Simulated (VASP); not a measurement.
HgS: single point with HSE06

HgS:

```
Hg S
1.0
     0.00000    2.93828    2.93828
     2.93828    0.00000    2.93828
     2.93828    2.93828    0.00000
Hg S
1 1
Direct
  0.00000 0.00000 0.00000
  0.25000 0.25000 0.25000
```

| Item | Value |
| --- | --- |
| Program | VASP 6.6.1 |
| Task | single point |
| Functional | HSE06 |
| Potentials or basis | VASP PAW PBE potentials, release 64 (Hg, S) |
| Cutoff | 400 eV |
| k mesh | 6 × 6 × 6 |
| Occupations | gaussian, width 0.01 eV |
| Spin | no spin polarisation |

| Quantity | Value |
| --- | --- |
| Pressure | 1.7 GPa |
| Band gap on the k mesh | 0.41 eV |

Levels at points of the mesh, in eV from the valence-band top:
```tsv
k point	band 6	band 7	band 8	band 9	band 10	band 11	band 12	band 13
(0.00, 0.00, 0.00)	-7.08	0.00	0.00	0.00	0.41	7.08	7.08	7.08
(0.50, 0.00, 0.00)	-6.65	-5.80	-1.04	-1.04	2.55	7.83	7.83	8.07
(0.50, 0.50, 0.00)	-6.62	-5.20	-2.48	-2.48	4.23	4.27	9.70	11.61
```

It took 75 min on 1 thread of AMD EPYC 7R43 64-Core Processor (Zen 3) (shared host), peak memory 0.24 GiB.

Caveat: the PAW data sets were made with another functional, which shifts forces and pressure a little; spin-orbit coupling is left out, which moves the levels of the heavy elements.
